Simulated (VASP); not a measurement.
# SnTe: single point with PBE exchange alone

SnTe:

```
CELL_PARAMETERS angstrom
0.00000 3.12970 3.12970
3.12970 0.00000 3.12970
3.12970 3.12970 0.00000
ATOMIC_POSITIONS crystal
Te 0.50000 0.50000 0.50000
Sn 0.00000 0.00000 0.00000
```

| Property | Result |
| --- | --- |
| Program | VASP 6.6.1 |
| Task | single point |
| Functional | PBE exchange alone |
| Potentials or basis | VASP PAW PBE potentials, release 64 (Te, Sn_d) |
| Cutoff | 520 eV |
| k mesh | 7 × 7 × 7 |
| Occupations | fermi-dirac, width 0.05 eV |
| Spin | no spin polarisation |

```json
{
 "Pressure": "12.6 GPa"
}
```

Levels at points of the mesh, in eV from the Fermi level:
```csv
k point,band 8,band 9,band 10,band 11,band 12,band 13
"(0.00, 0.00, 0.00)",-2.34,-2.34,-2.34,3.23,3.23,3.23
```

Run time: 13 s on 1 thread of Intel(R) Xeon(R) Platinum 8488C (Sapphire Rapids), with other jobs on the host, peak memory 0.2 GiB.

Caveat: this odd mesh misses L, where the gap lies, so gap, dielectric constants and Born charges aren't listed; spin-orbit coupling is left out, which moves the levels of the heavy elements.
